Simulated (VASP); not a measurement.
## GaP: single point with LDA

The system is GaP.

```
Ga P
1.0
     0.00000    2.64368    2.64368
     2.64368    0.00000    2.64368
     2.64368    2.64368    0.00000
Ga P
1 1
Cartesian
  0.0000 0.0000 0.0000
  3.9655 3.9655 3.9655
```

```json
{
  "Program": "VASP 6.6.1",
  "Task": "single point",
  "Functional": "LDA",
  "Potentials or basis": "VASP PAW LDA potentials, release 64 (Ga_d, P)",
  "Cutoff": "500 eV",
  "k mesh": "10 × 10 × 10",
  "Occupations": "gaussian, width 0.01 eV",
  "Spin": "no spin polarisation"
}
```

| Property | Result |
| --- | --- |
| Pressure | 6.1 GPa |
| Band gap on the k mesh | 1.29 eV, indirect (least direct gap 2.41 eV) |

Levels at points of the mesh, in eV from the valence-band top:
| k point | band 5 | band 6 | band 7 | band 8 | band 9 | band 10 | band 11 | band 12 | band 13 | band 14 |
| --- | --- | --- | --- | --- | --- | --- | --- | --- | --- | --- |
| (0.00, 0.00, 0.00) | -14.77 | -13.23 | 0.00 | 0.00 | 0.00 | 2.41 | 3.76 | 3.76 | 3.76 | 8.91 |
| (0.50, 0.00, 0.00) | -14.76 | -10.83 | -7.26 | -1.27 | -1.27 | 1.80 | 4.60 | 4.60 | 8.20 | 11.34 |
| (0.50, 0.50, 0.00) | -14.74 | -9.79 | -7.29 | -3.04 | -3.04 | 1.30 | 1.58 | 11.15 | 11.15 | 11.84 |

Run time: 16 s on 1 thread of Intel(R) Xeon(R) Platinum 8375C CPU @ 2.90GHz (Ice Lake), with other jobs on the host, peak memory 0.15 GiB.

A k mesh can miss the band edges.
